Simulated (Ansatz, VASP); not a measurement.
# One calculation of Ti, two programs

```
Ti
1.0
     0.02030    2.04015    2.04015
     2.04015    0.02030    2.04015
     2.04015    2.04015    0.02030
Ti
1
Direct
  0.00000 0.00000 0.00000
```

Change from the starting cell: equal xy, yz and zx shear strains of +1 %.

Alike in both runs: task single point; functional LDA; k mesh 15 × 15 × 15; occupations fermi-dirac, width 0.05 eV; no spin polarisation.

```csv
,VASP,Ansatz
version,VASP 6.6.1,Ansatz 0.2.0
potentials or method,"VASP PAW LDA potentials, release 64 (Ti_sv), cutoff 520 eV","all-electron LAPW, scalar-relativistic"
```

```tsv
	VASP	Ansatz	Ansatz less VASP
pressure (GPa)	-5.0	-4.8	+0.14
traceless stress, the component that is largest in VASP (GPa)	-0.48	-0.49	-0.005
```

LDA's correlation is that of Perdew and Zunger in VASP and of Perdew and Wang (1992) in Ansatz. Ansatz ran all-electron here, and VASP with PAW potentials.
